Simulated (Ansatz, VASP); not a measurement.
**Two plane-wave programs on ZrS2**

The input POSCAR:

```
ZrS2
1.0
    3.6743990828      0.0000000000      0.0000000000
   -1.8371995414      3.1821229494      0.0000000000
    0.0000000000      0.0000000000      5.8568562426
Zr S
1 2
Direct
    0.0000000000      0.0000000000      0.0000000000
    0.3333333333      0.6666666667      0.2462324613
    0.6666666667      0.3333333333      0.7537675387
```

File INCAR.step1:

```
ALGO     = Normal         # electronic algorithm
EDIFF    = 1E-5           # SCF threshold, eV
ENCUT    = 400            # plane-wave cutoff, eV
GGA      = PE             # functional
GGA_COMPAT= False        
ISIF     = 2              # what is computed and relaxed
ISMEAR   = 0              # smearing method
LASPH    = True           # aspherical terms in the spheres
LREAL    = False          # projectors in reciprocal space
LWAVE    = True           # write WAVECAR
NBANDS   = 19             # bands
NELM     = 120            # most SCF steps
PREC     = Accurate       # precision mode
SIGMA    = 0.01           # smearing width, eV
```

The input INCAR.step2:

```
AEXX     = 0.4            # exact-exchange fraction
ALGO     = Normal         # electronic algorithm
EDIFF    = 1E-6           # SCF threshold, eV
ENCUT    = 400            # plane-wave cutoff, eV
GGA      = PE             # functional
GGA_COMPAT= False        
HFSCREEN = 0.5            # screening, 1/A
ISIF     = 2              # what is computed and relaxed
ISMEAR   = 0              # smearing method
ISTART   = 1            
LASPH    = True           # aspherical terms in the spheres
LCHARG   = True           # write CHGCAR
LELF     = True           # ELF
LHFCALC  = True           # exact exchange
LREAL    = False          # projectors in reciprocal space
LVHAR    = True         
LWAVE    = False          # write WAVECAR
NBANDS   = 19             # bands
NELM     = 120            # most SCF steps
PREC     = Accurate       # precision mode
PRECFOCK = Normal       
SIGMA    = 0.01           # smearing width, eV
```

Contents of KPOINTS:

```
k-points
0
Gamma
  6 6 2
```

Input for Ansatz:

```yaml
crystal:
  lattice:
    - [3.6743990828, 0.0, 0.0]
    - [-1.8371995414, 3.1821229494, 0.0]
    - [0.0, 0.0, 5.8568562426]
  atoms:
    - { symbol: Zr, position: [0.0, 0.0, 0.0] }
    - { symbol: S, position: [0.3333333333, 0.6666666667, 0.2462324613] }
    - { symbol: S, position: [0.6666666667, 0.3333333333, 0.7537675387] }
kpoints:
  mp_grid: { grid: [6, 6, 2] }
hamiltonian:
  xc: { exchange: pbe, correlation: pbe, exx: { coeff: 0.4, omega: 0.5 } }
scf:
  occupations: { method: fixed }
  n_extra_bands: 4
output:
  forces: true
  stress: true
  eigenvalues: true
```

Alike in both runs: task single point; functional PBE-based screened hybrid; k mesh 6 × 6 × 2; no spin polarisation.

```csv
,VASP,Ansatz
version,VASP 6.6.1,Ansatz 0.2.0
potentials or method,"VASP PAW PBE potentials, release 64 (Zr_sv, S)",plane waves
plane-wave cutoff (eV),400,420
occupations,"gaussian, width 0.01 eV",fixed
valence electrons in the cell,24,24
```

|  | VASP | Ansatz | Ansatz less VASP |
| --- | --- | --- | --- |
| gap on the k mesh at the Fermi level (eV) | 1.48 | 1.48 | +0.004 |
| pressure (GPa) | -0.1 | 0.0 | +0.14 |
| traceless stress, the component that is largest in VASP (GPa) | 0.35 | 0.31 | -0.045 |
| rms of the force components (eV/Å) | 0.103 | 0.102 | -0.0007 |

VASP's potentials were made for PBE, not for PBE-based screened hybrid. Atom by atom the forces differ by 0.001 eV/Å (rms over components). Ansatz's warnings: stress exchange threshold loose, stress scf threshold loose.

The k mesh is coarse, so the values compare programs but aren't converged.
